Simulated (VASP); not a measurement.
# Be2ZnN2 (I4/mmm) in VASP: single point with PBE

Aim: the single point of Be2ZnN2 with PBE.

Everything below comes from runs of VASP 6.6.1. Logs are shortened: lines on timing, memory, paths and dates and some standing lists are left out, and cuts for length are marked.

## (1) The cell of the first run

Symmetry: I4/mmm, No. 139, tetragonal system. Conventional cell: a = 2.736 Å, b = 2.736 Å, c = 11.465 Å, α = 90.00°, β = 90.00°, γ = 90.00°. Be (site symmetry 4mm) has 5 N at 1.71 to 1.96 Å and 4 Be at 2.37 Å within 2.4 Å. Within 2.4 Å of Zn (site symmetry 4/mmm) lie 2 N at 1.84 Å. N (site symmetry 4mm) has 5 Be at 1.71 to 1.96 Å and 1 Zn at 1.84 Å within 2.3 Å.

## (2) Single point, PBE

Contents of INCAR:

```
SYSTEM = Be2ZnN2
ALGO = Normal
EDIFF = 1E-7
ENCUT = 520
GGA = PE
ISIF = 2
ISMEAR = 0
LASPH = .TRUE.
LCHARG = .FALSE.
LREAL = .FALSE.
LWAVE = .FALSE.
NBANDS = 21
NELM = 100
PREC = Accurate
SIGMA = 0.1
```

Contents of KPOINTS:

```
k-points
0
G
  18 18 18
  0 0 0
```

Contents of POSCAR:

```
Be2ZnN2
1.0
   -1.3682169121      1.3682169121      5.7323192710
    1.3682169121     -1.3682169121      5.7323192710
    1.3682169121      1.3682169121     -5.7323192710
Be Zn N
2 1 2
Direct
    0.3099680231      0.3099680231      0.0000000000
    0.6900319769      0.6900319769      0.0000000000
    0.0000000000      0.0000000000      0.0000000000
    0.1605904996      0.1605904996      0.0000000000
    0.8394095004      0.8394095004      0.0000000000
```

Potentials or basis: VASP PAW PBE potentials, release 64 (Be, Zn, N).

The run is started by

```bash
$ cat potpaw_PBE.64/Be/POTCAR potpaw_PBE.64/Zn/POTCAR potpaw_PBE.64/N/POTCAR > POTCAR
$ mpirun -np 1 vasp_std > vasp.out
```

OUTCAR:

```text
SYSTEM = Be2ZnN2
   EDIFF = 1E-7
   ENCUT = 520
   GGA = PE
   ISIF = 2
   ISMEAR = 0
   LASPH = .TRUE.
   LREAL = .FALSE.
   NELM = 100
   PREC = Accurate

 ion  position               nearest neighbor table
   1  0.310  0.310  0.000-   4 1.71   5 1.96   5 1.96   5 1.96   5 1.96   2 2.37   2 2.37   2 2.37
                             2 2.37
   2  0.690  0.690  0.000-   5 1.71   4 1.96   4 1.96   4 1.96   4 1.96   1 2.37   1 2.37   1 2.37
                             1 2.37
   3  0.000  0.000  0.000-   4 1.84   5 1.84
   4  0.161  0.161  0.000-   1 1.71   3 1.84   2 1.96   2 1.96   2 1.96   2 1.96
   5  0.839  0.839  0.000-   2 1.71   3 1.84   1 1.96   1 1.96   1 1.96   1 1.96

  LATTYP: Found a body centered tetragonal cell.
 ALAT       =     2.7364338242
 C/A-ratio  =     4.1896275512

  Lattice vectors:

 A1 = (  -1.3682169121,   1.3682169121,   5.7323192710)
 A2 = (   1.3682169121,  -1.3682169121,   5.7323192710)
 A3 = (   1.3682169121,   1.3682169121,  -5.7323192710)

Analysis of symmetry for initial positions (statically):
=====================================================================
 Subroutine PRICEL returns:
 Original cell was already a primitive cell.

 Routine SETGRP: Setting up the symmetry group for a
 body centered tetragonal supercell.

 Subroutine GETGRP returns: Found 16 space group operations
 (whereof 16 operations were pure point group operations)
 out of a pool of 16 trial point group operations.

The static configuration has the point symmetry D_4h.

Analysis of symmetry for dynamics (positions and initial velocities):
=====================================================================
 Subroutine PRICEL returns:
 Original cell was already a primitive cell.

 Routine SETGRP: Setting up the symmetry group for a
 body centered tetragonal supercell.

 Subroutine GETGRP returns: Found 16 space group operations
 (whereof 16 operations were pure point group operations)
 out of a pool of 16 trial point group operations.

The dynamic configuration has the point symmetry D_4h.

 Subroutine INISYM returns: Found 16 space group operations
 (whereof 16 operations are pure point group operations),
 and found     1 'primitive' translations

----------------------------------------------------------------------------------------

                                     Primitive cell

  volume of cell :      42.9240

  direct lattice vectors                    reciprocal lattice vectors
    -1.368216912  1.368216912  5.732319271     0.000000000  0.365439131  0.087224730
     1.368216912 -1.368216912  5.732319271     0.365439131  0.000000000  0.087224730
     1.368216912  1.368216912 -5.732319271     0.365439131  0.365439131  0.000000000

  length of vectors
     6.050084236  6.050084236  6.050084236     0.375704555  0.375704555  0.516808976

  position of ions in fractional coordinates (direct lattice)
     0.309968023  0.309968023  0.000000000
     0.690031977  0.690031977  0.000000000
     0.000000000  0.000000000  0.000000000
     0.160590500  0.160590500  0.000000000
     0.839409500  0.839409500  0.000000000

  ion indices of the primitive-cell ions
   primitive index   ion index
                 1           1
                 2           2
                 3           3
                 4           4
                 5           5

----------------------------------------------------------------------------------------

 KPOINTS: k-points

Automatic generation of k-mesh.
 Grid dimensions read from file:
 generate k-points for:   18   18   18

 Generating k-lattice:

  Cartesian coordinates                     Fractional coordinates (reciprocal lattice)
     0.000000000  0.020302174  0.004845818     0.055555556  0.000000000  0.000000000
     0.020302174  0.000000000  0.004845818     0.000000000  0.055555556  0.000000000
     0.020302174  0.020302174  0.000000000     0.000000000  0.000000000  0.055555556

  Length of vectors
     0.020872475  0.020872475  0.028711610

  Shift w.r.t. Gamma in fractional coordinates (k-lattice)
     0.000000000  0.000000000  0.000000000

 Subroutine IBZKPT returns following result:
 ===========================================

 Found    480 irreducible k-points:

 Following reciprocal coordinates:
            Coordinates               Weight
  0.000000  0.000000  0.000000      1.000000
  0.055556  0.000000 -0.000000      8.000000
  0.111111  0.000000 -0.000000      8.000000
  0.166667  0.000000  0.000000      8.000000
  0.222222  0.000000 -0.000000      8.000000
  0.277778  0.000000 -0.000000      8.000000
[... 16 lines left out ...]
 -0.277778  0.055556  0.000000     16.000000
 -0.222222  0.055556  0.000000     16.000000
 [... further k-points ...]
   k-points           NKPTS =    480   k-points in BZ     NKDIM =    480   number of bands    NBANDS=     21
   number of dos      NEDOS =    301   number of ions     NIONS =      5
   total plane-waves  NPLWV = 110592
   dimension x,y,z NGX =    48 NGY =   48 NGZ =   48
   dimension x,y,z NGXF=    96 NGYF=   96 NGZF=   96
   ions per type =               2   1   2
   NGX,Y,Z   is equivalent  to a cutoff of  13.19, 13.19, 13.19 a.u.
   NGXF,Y,Z  is equivalent  to a cutoff of  26.38, 26.38, 26.38 a.u.
 SYSTEM =  Be2ZnN2
   PREC   = accura    normal or accurate (medium, high low for compatibility)
   ISTART =      0    job   : 0-new  1-cont  2-samecut
   ICHARG =      2    charge: 1-file 2-atom 10-const
   ISPIN  =      1    spin polarized calculation?
   LNONCOLLINEAR =      F non collinear calculations
   LSORBIT =      F    spin-orbit coupling
   LASPH  =      T    aspherical Exc in radial PAW
   ENCUT  =  520.0 eV  38.22 Ry    6.18 a.u.  11.25 11.25 11.25*2*pi/ulx,y,z
   NELM   =    100;   NELMIN=  2; NELMDL= -5     # of ELM steps
   EDIFF  = 0.1E-06   stopping-criterion for ELM
   LREAL  =      F    real-space projection
   EDIFFG = 0.1E-05   stopping-criterion for IOM
   NSW    =      0    number of steps for IOM
   IBRION =     -1    ionic relax: 0-MD 1-quasi-New 2-CG
   NFREE  =      0    steps in history (QN), initial steepest desc. (CG)
   ISIF   =      2    stress and relaxation
   ISYM   =      2    0-nonsym 1-usesym 2-fastsym
   POTIM  = 0.5000    time-step for ionic-motion
   TEBEG  =    0.0;   TEEND  =   0.0 temperature during run
   PSTRESS=    0.0 pullay stress
   NELECT =      26.0000    total number of electrons
   NUPDOWN=      -1.0000    fix difference up-down
   EMIN   =  10.00;   EMAX   =-10.00  energy-range for DOS
   EFERMI =   0.00;   METHOD = LEGACY
   ISMEAR =     0;   SIGMA  =   0.10  broadening in eV -4-tet -1-fermi 0-gaus
   EFERMI_NEDOS =   21; number of points for ismear=-14 and -15
   IALGO  =     38    algorithm
   IMIX   =      4    mixing-type and parameters
     AMIX     =   0.40;   BMIX     =  1.00
     AMIX_MAG =   1.60;   BMIX_MAG =  1.00
  volume/ion in A,a.u.               =       8.58        57.93
  Fermi-wavevector in a.u.,A,eV,Ry     =   1.385158  2.617568 26.104976  1.918662
  Thomas-Fermi vector in A             =   2.509594
   LORBIT       =      0    0 simple, 1 ext, 2 COOP (PROOUT), +10 PAW based schemes
   GGA     = PE    functional components
   LHFCALC =     F    Hartree Fock is set to
   AEXX    =    0.0000 exact exchange contribution
   IVDW    =     0    specifies the selected vdW correction
   LEPSILON=     F    determine dielectric tensor
   LRPA    =     F    only Hartree local field effects (RPA)
 non-spin polarized calculation
 Gauss-broadening in eV      SIGMA  =   0.10
  energy-cutoff  :      520.00
  volume of cell :       42.92
 maximum number of plane-waves:      1175
 NGX is ok and might be reduce to    48
   NGX = 23   NGY = 23   NGZ = 23

 number of electron      25.9999999 magnetization

 Free energy of the ion-electron system (eV)
  ---------------------------------------------------
  ext. energy  EPLUGINS =         0.00000000
  ---------------------------------------------------
  free energy    TOTEN  =       -26.08293935 eV

  energy without entropy =      -26.07804368  energy(sigma->0) =      -26.08049152

 E-fermi :   5.6945     XC(G=0): -11.5172

 val. band max:        5.6940585410   @ k =  -0.3333   0.3333   0.2778
 cond. band min:       5.7050941214   @ k =  -0.2778   0.2778   0.2222
 fundamental gap:      0.0110355804
 Fermi energy:         5.6944770744

 k-point     1 :       0.0000    0.0000    0.0000
  band No.  band energies     occupation
      1     -11.4418      2.00000
      2      -9.2460      2.00000
      3      -3.7592      2.00000
      4      -3.0322      2.00000
      5      -3.0200      2.00000
      6      -2.2718      2.00000
[... 13 lines left out ...]
     20      18.0547      0.00000
     21      18.0917      0.00000

 k-point     2 :       0.0556    0.0000   -0.0000
  band No.  band energies     occupation
      1     -11.4047      2.00000
      2      -9.2284      2.00000
      3      -3.7221      2.00000
      4      -3.0166      2.00000
      5      -2.9856      2.00000
      6      -2.2918      2.00000
[... 13 lines left out ...]
     20      17.6131      0.00000
     21      18.0669      0.00000

 k-point     3 :       0.1111    0.0000   -0.0000
  band No.  band energies     occupation
      1     -11.2949      2.00000
      2      -9.1777      2.00000
      3      -3.6234      2.00000
      4      -2.9985      2.00000
      5      -2.8451      2.00000
      6      -2.3515      2.00000
[... 13 lines left out ...]
     20      17.6393      0.00000
     21      18.0453      0.00000
[... 457 lines left out ...]
 k-point    23 :      -0.2778    0.0556    0.0000
  band No.  band energies     occupation
      1     -10.5637      2.00000
      2      -8.8637      2.00000
      3      -3.2739      2.00000
      4      -2.8622      2.00000
      5      -2.7470      2.00000
      6      -2.3320      2.00000
[... 13 lines left out ...]
     20      16.7827      0.00000
     21      17.4557      0.00000

 k-point    24 :      -0.2222    0.0556    0.0000
  band No.  band energies     occupation
      1     -10.8523      2.00000
      2      -8.9549      2.00000
      3      -3.3923      2.00000
      4      -2.9078      2.00000
      5      -2.5838      2.00000
      6      -2.3144      2.00000
[... 13 lines left out ...]
     20      17.1546      0.00000
     21      17.3417      0.00000

 [... further k-points ...]

------------------------ aborting loop because EDIFF is reached ----------------------------------------

  FORCE on cell =-STRESS in cart. coord.  units (eV):
  Direction    XX          YY          ZZ          XY          YZ          ZX
  --------------------------------------------------------------------------------------
  -------------------------------------------------------------------------------------
  Total        0.0527962      0.0527962      0.4743119      0.0000000      0.0000000     -0.0000000
  in kB        1.9706659      1.9706659     17.7041192      0.0000000      0.0000000     -0.0000000
  external PRESSURE =       7.2151503 kB  Pullay stress =       0.0000000 kB

 VOLUME and BASIS-vectors are now :
 -----------------------------------------------------------------------------
  energy-cutoff  :      520.00
  volume of cell :       42.92
      direct lattice vectors                 reciprocal lattice vectors
    -1.368216912  1.368216912  5.732319271     0.000000000  0.365439131  0.087224730
     1.368216912 -1.368216912  5.732319271     0.365439131  0.000000000  0.087224730
     1.368216912  1.368216912 -5.732319271     0.365439131  0.365439131  0.000000000

 POSITION                                       TOTAL-FORCE (eV/Angst)
 -----------------------------------------------------------------------------------
      0.00000      0.00000      3.55367        -0.000000     -0.000000      0.013429
      0.00000      0.00000      7.91097        -0.000000     -0.000000     -0.013429
      0.00000      0.00000      0.00000        -0.000000     -0.000000     -0.000000
      0.00000      0.00000      1.84111         0.000000      0.000000      0.094450
      0.00000      0.00000      9.62353        -0.000000     -0.000000     -0.094450
 -----------------------------------------------------------------------------------
    total drift:                                0.000000      0.000000     -0.000000

  FREE ENERGIE OF THE ION-ELECTRON SYSTEM (eV)
  ---------------------------------------------------
  free  energy   TOTEN  =       -26.0829393488 eV

  energy  without entropy=      -26.0780436850  energy(sigma->0) =      -26.08049152
```

Run time: 14 min. Hardware: 1 thread of Intel Xeon Platinum 8559C (Emerald Rapids), shared host; peak memory 0.65 GiB.

Results:

```
Free energy            : -26.0829 eV
Pressure               : 0.7 GPa
Largest force          : 0.094 eV/Å
Band gap on the k mesh : zero (bands 13 and 14 overlap by 0.25 eV)
```

Forces on the atoms (eV/Å):
```
Be   0.000  0.000  0.013
Be   0.000  0.000 -0.013
Zn   0.000  0.000  0.000
N    0.000  0.000  0.094
N    0.000  0.000 -0.094
```

Stress tensor (GPa, compression positive):
```
0.20 0.00 0.00
0.00 0.20 0.00
0.00 0.00 1.77
```

Caveat: semilocal functionals underestimate gaps, and a narrow one can read as zero.
